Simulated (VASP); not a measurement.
A run of VASP 6.6.1 is set up as follows.

The input INCAR:

```
SYSTEM = C
ALGO = Normal ; EDIFF = 1E-6
EDIFFG = -0.005 ; ENCUT = 600
GGA = PE ; IBRION = 2
ISIF = 3 ; ISMEAR = -1
LASPH = .True. ; LCHARG = .False.
LREAL = .False. ; LWAVE = .False.
NELM = 80 ; NSW = 100
PREC = Accurate ; SIGMA = 0.03
```

Contents of KPOINTS:

```
k-points
0
Gamma
  15 15 15
  0 0 0
```

POSCAR

```
C
1.0
    2.2322827293      0.0000000000      0.0000000000
    0.0000000000      2.2322827293      0.0000000000
    0.0000000000      0.0000000000      2.2322827293
C
1
Direct
    0.0000000000      0.0000000000      0.0000000000
```

Potentials or basis: VASP PAW PBE potentials, release 64 (C).

The run is started by

```sh
$ cat potpaw_PBE.64/C/POTCAR > POTCAR
$ mpirun -np 1 vasp_std > vasp.out
```

Question: What does it give for the relaxed volume?

Answer: 5.60 Å³/atom.

Question: Estimate the relaxed cell.

Answer: a = 1.775 Å, b = 1.775 Å, c = 1.775 Å, α = 90.00°, β = 90.00°, γ = 90.00°.

Question: Predict the space group after relaxing (to 0.1 Å).

Answer: Pm-3m (No. 221).

The path:
| step | energy change (eV) | largest force (eV/Å) | pressure (GPa) | volume (Å³) |
| --- | --- | --- | --- | --- |
| 1 | 0.0000 | 0.0000 | -47.49 | 11.12 |
| 2 | -1.4636 | 0.0000 | -38.62 | 6.61 |
| 3 | -1.6007 | 0.0000 | -6.26 | 5.72 |
| 4 | -1.6031 | 0.0000 | 0.93 | 5.58 |
| 5 | -1.6031 | 0.0000 | -0.62 | 5.61 |
| 6 | -1.6031 | 0.0000 | 0.03 | 5.60 |

Caveat: the volume moved by over 15 % at a fixed basis, so the end points are rough.
